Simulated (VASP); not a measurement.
Crystal: Te.

```
CELL_PARAMETERS angstrom
2.02350 -2.69987 0.00000
2.02350 2.69987 0.00000
0.00000 0.00000 3.31504
ATOMIC_POSITIONS crystal
Te 0.50000 0.50000 0.50000
```

The cell was generated, and may not be a known phase.

| Item | Value |
| --- | --- |
| Program | VASP 6.6.1 |
| Task | relaxation of cell and atoms |
| Functional | PBE |
| Potentials or basis | VASP PAW PBE potentials, release 64 (Te) |
| Cutoff | 600 eV |
| k mesh | 6 × 6 × 6 |
| Occupations | gaussian, width 0.1 eV |
| Spin | no spin polarisation |

At the start: pressure -5.0 GPa; volume 36.22 Å³/atom.

Question: Where does the relaxation end?

Answer: Over 23 steps the energy falls by 113.0 meV/atom and the volume is 32.45 Å³/atom (-10.4 %); space group Cmmm (No. 65, to 0.1 Å) before and after.

The path:
```
step  energy change (eV)  largest force (eV/Å)  pressure (GPa)  volume (Å³)
   1              0.0000                0.0000           -4.97        36.22
   2             -0.0851                0.0000            1.81        30.63
   3             -0.0905                0.0000            0.10        31.57
   4             -0.0905                0.0000           -0.05        31.66
   5             -0.0907                0.0000           -0.07        31.70
   6             -0.0912                0.0000           -0.14        31.81
   7             -0.0933                0.0000           -0.28        32.03
   8             -0.0981                0.0000           -0.41        32.45
   9             -0.1092                0.0000           -1.06        33.21
  10             -0.1082                0.0000           -0.87        32.99
  11             -0.1093                0.0000           -0.98        33.11
  12             -0.1094                0.0000           -0.99        33.12
  13             -0.1095                0.0000           -0.99        33.13
  14             -0.1096                0.0000           -1.00        33.15
  15             -0.1097                0.0000           -0.98        33.14
  16             -0.1101                0.0000           -0.92        33.10
  17             -0.1107                0.0000           -0.81        33.01
  18             -0.1117                0.0000           -0.57        32.85
  19             -0.1128                0.0000           -0.07        32.51
  20             -0.1129                0.0000            0.12        32.39
  21             -0.1129                0.0000            0.09        32.41
  22             -0.1130                0.0000            0.08        32.42
  23             -0.1130                0.0000            0.04        32.45
```

Final structure:
```cif
data_structure
_symmetry_space_group_name_H-M 'P 1'
_symmetry_Int_Tables_number 1
_cell_length_a 3.1584
_cell_length_b 3.1584
_cell_length_c 3.2688
_cell_angle_alpha 90.000
_cell_angle_beta 90.000
_cell_angle_gamma 95.564
_cell_volume 32.45
loop_
_atom_site_label
_atom_site_type_symbol
_atom_site_fract_x
_atom_site_fract_y
_atom_site_fract_z
_atom_site_occupancy
Te1 Te 0.50000 0.50000 0.50000 1
```
